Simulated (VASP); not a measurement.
# HfSeS4: relaxation of cell and atoms with PBE

The system is HfSeS4.

```
Hf Se S
1.0
     0.00000    4.06066    4.06066
     4.06066    0.00000    4.06066
     4.06066    4.06066    0.00000
Hf Se S
1 1 4
Direct
  0.75000 0.75000 0.75000
  0.00000 0.00000 0.00000
  0.87650 0.37450 0.37450
  0.37450 0.37450 0.37450
  0.37450 0.87650 0.37450
  0.37450 0.37450 0.87650
```

* Program: VASP 6.6.1
* Task: relaxation of cell and atoms
* Functional: PBE
* Potentials or basis: VASP PAW PBE potentials, release 64 (Hf_pv, Se, S)
* Cutoff: 600 eV
* k mesh: 4 × 4 × 4
* Occupations: gaussian, width 0.1 eV
* Spin: no spin polarisation
* Dipole correction: no
* Further INCAR settings: ALGO = Normal; EDIFF = 1e-06; IBRION = 2; EDIFFG = -0.04; NSW = 90; ISIF = 3

The relaxed volume is 17.12 Å³/atom, the relaxed cell is a = 5.257 Å, b = 5.257 Å, c = 5.257 Å, α = 60.00°, β = 60.00°, γ = 60.00° and the space group after relaxing (to 0.05 Å) is F-43m (No. 216). The energy gained by relaxing is 292.9 meV/atom and the ionic steps are 6. The pressure after relaxing is -0.3 GPa and the band gap on the k mesh is zero (band 20 reaches 8.51 eV, above the bottom of band 21 at 6.49 eV).

Step by step:
```
step  energy change (eV)  largest force (eV/Å)  pressure (GPa)  volume (Å³)
   1              0.0000                0.2431          -13.81       133.91
   2             -1.7314                0.2629            2.27        99.98
   3             -1.7468                0.2682            0.15       102.19
   4             -1.7462                0.2695           -0.37       102.77
   5             -1.7557                0.1090           -0.35       102.74
   6             -1.7577                0.0004           -0.31       102.73
```

Final structure:
```
Hf Se S
1.0
     0.00000    3.71721    3.71721
     3.71721    0.00000    3.71721
     3.71721    3.71721    0.00000
Hf Se S
1 1 4
Cartesian
  5.5758 5.5758 5.5758
  0.0000 3.7172 3.7172
  2.8021 4.6323 4.6323
  2.8021 2.8021 2.8021
  4.6323 2.8021 4.6323
  4.6323 4.6323 2.8021
```

Levels at points of the mesh, in eV from the Fermi level:
| k point | band 16 | band 17 | band 18 | band 19 | band 20 | band 21 | band 22 | band 23 |
| --- | --- | --- | --- | --- | --- | --- | --- | --- |
| (0.00, 0.00, 0.00) | -1.99 | -1.99 | 0.67 | 1.24 | 1.24 | 1.24 | 2.24 | 2.24 |
| (0.50, 0.00, 0.00) | -2.74 | -2.74 | -1.00 | -0.06 | -0.06 | 1.12 | 1.32 | 1.49 |
| (0.50, 0.50, 0.00) | -3.04 | -2.62 | -2.59 | -1.00 | -0.78 | -0.78 | 1.89 | 1.89 |

It took 2.2 min on 1 thread of AMD EPYC 9R45 96-Core Processor (Zen 5) (shared host), peak memory 0.32 GiB.

Caveat: the volume moved by over 15 % at a fixed basis, so the end points are rough; spin-orbit coupling is left out, which moves the levels of the heavy elements.
